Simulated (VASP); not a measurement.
Here is a VASP 6.6.1 calculation.

File POSCAR:

```
Sn
1.0
    3.3221269436      0.0000000000      0.0000000000
   -1.6610634718      2.8770463278      0.0000000000
    0.0000000000      0.0000000000      5.6611130455
Sn
2
Direct
    0.3333333333      0.6666666667      0.2500000000
    0.6666666667      0.3333333333      0.7500000000
```

File INCAR.step1:

```
  PREC = Accurate
  ENCUT = 520
  ISMEAR = 1
  SIGMA = 0.05
  LREAL = F
  LASPH = T
  NELM = 100
  NBANDS = 21
  GGA = PE
  ALGO = Normal
  EDIFF = 1E-4
  LWAVE = T
  LCHARG = F
```

INCAR.step2

```
  PREC = Accurate
  ENCUT = 520
  EDIFF = 1E-7
  ISMEAR = 1
  SIGMA = 0.05
  LREAL = F
  LASPH = T
  NELM = 100
  ALGO = Normal
  ISIF = 2
  LWAVE = F
  LCHARG = F
  METAGGA = R2SCAN
  LMIXTAU = T
  NBANDS = 21
  ISTART = 1
```

File KPOINTS:

```
regular mesh
0
Gamma
  15 15 8
```

Potentials or basis: VASP PAW PBE potentials, release 64 (Sn_d).

The run is started by

```bash
$ cat potpaw_PBE.64/Sn_d/POTCAR > POTCAR
$ cp INCAR.step1 INCAR
$ mpirun -np 1 vasp_std > vasp.out
$ cp INCAR.step2 INCAR
$ mpirun -np 1 vasp_std > vasp.out
```

Q: Predict the band gap on the k mesh.

A: Zero (bands 14 and 15 overlap by 9.24 eV).

Q: Estimate the pressure.

A: 0.0 GPa.

Caveat: the PAW data sets were made with another functional, which shifts forces and pressure a little; spin-orbit coupling is left out, which moves the levels of the heavy elements.
